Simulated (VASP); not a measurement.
Write the native input for VASP 6.6.1 that does the following.

```
Task                   : single point
Functional             : r2SCAN
Potentials or basis    : VASP PAW PBE potentials, release 64 (Sb)
Cutoff                 : 520 eV
k mesh                 : 10 × 10 × 10
Occupations            : fermi-dirac, width 0.05 eV
Spin                   : no spin polarisation
Dipole correction      : no
Further INCAR settings : ALGO = Normal; EDIFF = 1e-07; NBANDS = 8
```

Sb:

```
Sb
1.0
    -1.83314    1.83314    1.83314
     1.83314   -1.83314    1.83314
     1.83314    1.83314   -1.83314
Sb
1
Direct
  0.00000 0.00000 0.00000
```

One way to write it, as run:

POSCAR

```
Sb
1.0
   -1.8331395369      1.8331395369      1.8331395369
    1.8331395369     -1.8331395369      1.8331395369
    1.8331395369      1.8331395369     -1.8331395369
Sb
1
Direct
    0.0000000000      0.0000000000      0.0000000000
```

INCAR.step1

```
SYSTEM = Sb
ALGO = Normal ; EDIFF = 1E-4
ENCUT = 520 ; GGA = PE
ISMEAR = -1 ; LASPH = .TRUE.
LCHARG = .FALSE. ; LREAL = .FALSE.
LWAVE = .TRUE. ; NBANDS = 8
NELM = 60 ; PREC = Accurate
SIGMA = 0.05
```

INCAR.step2

```
SYSTEM = Sb
ALGO = Normal ; EDIFF = 1E-7
ENCUT = 520 ; ISIF = 2
ISMEAR = -1 ; ISTART = 1
LASPH = .TRUE. ; LCHARG = .TRUE.
LELF = .TRUE. ; LMIXTAU = .TRUE.
LREAL = .FALSE. ; LVHAR = .TRUE.
LWAVE = .FALSE. ; METAGGA = R2SCAN
NBANDS = 8 ; NELM = 60
PREC = Accurate ; SIGMA = 0.05
```

KPOINTS

```
k-points
0
G
  10 10 10
  0 0 0
```

Potentials or basis: VASP PAW PBE potentials, release 64 (Sb).

The run is started by

```console
$ cat potpaw_PBE.64/Sb/POTCAR > POTCAR
$ cp INCAR.step1 INCAR
$ mpirun -np 1 vasp_std > vasp.out
$ cp INCAR.step2 INCAR
$ mpirun -np 1 vasp_std > vasp.out
```

Results of the run:

| Quantity | Value |
| --- | --- |
| Pressure | 7.5 GPa |

Caveat: the PAW data sets were made with another functional, which shifts forces and pressure a little.

Run time: 18 s on 1 thread of Intel Xeon 6975P-C (shared host), peak memory 0.15 GiB.
